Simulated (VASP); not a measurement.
Runs of VASP 6.6.1 on C. The structure is that of space group P6_3/mmc (No. 194), or close to it. The cells are those of the table. 

| cell | gap on the mesh (eV) | pressure (GPa) |
| --- | --- | --- |
| a = 2.458, b = 2.458, c = 6.465 Å, angles 90.0, 90.0, 120.0°, 4 atoms | none | 1.0 |
| a = 2.458, b = 2.458, c = 6.273 Å, angles 90.0, 90.0, 120.0°, 4 atoms | none | 1.5 |
| a = 2.458, b = 2.458, c = 7.041 Å, angles 90.0, 90.0, 120.0°, 4 atoms | none | (a) |
| a = 2.458, b = 2.458, c = 6.119 Å, angles 90.0, 90.0, 120.0°, 4 atoms | none | 2.0 |
| a = 2.458, b = 2.458, c = 6.926 Å, angles 90.0, 90.0, 120.0°, 4 atoms | none | 0.4 |
| a = 2.458, b = 2.458, c = 6.350 Å, angles 90.0, 90.0, 120.0°, 4 atoms | none | (b) |
| a = 2.458, b = 2.458, c = 6.733 Å, angles 90.0, 90.0, 120.0°, 4 atoms | none | 0.5 |
| a = 2.458, b = 2.458, c = 6.695 Å, angles 90.0, 90.0, 120.0°, 4 atoms | none | 0.6 |
| a = 2.458, b = 2.458, c = 6.235 Å, angles 90.0, 90.0, 120.0°, 4 atoms | none | (c) |
| a = 2.458, b = 2.458, c = 6.427 Å, angles 90.0, 90.0, 120.0°, 4 atoms | none | 1.1 |

Alike in all rows: task single point; level PBEsol+D3(BJ); potentials or basis VASP PAW PBE potentials, release 64 (C); no spin polarisation; k mesh 18 × 18 × 6; cutoff (eV) 520; smearing gaussian 0.15 eV.

Q: Estimate the missing entries.

A: (a) 0.3; (b) 1.3; (c) 1.6.

Caveats: the PAW data sets were made with another functional, which shifts forces and pressure a little.

A gap of «none» marks levels without a gap at the run's occupations.
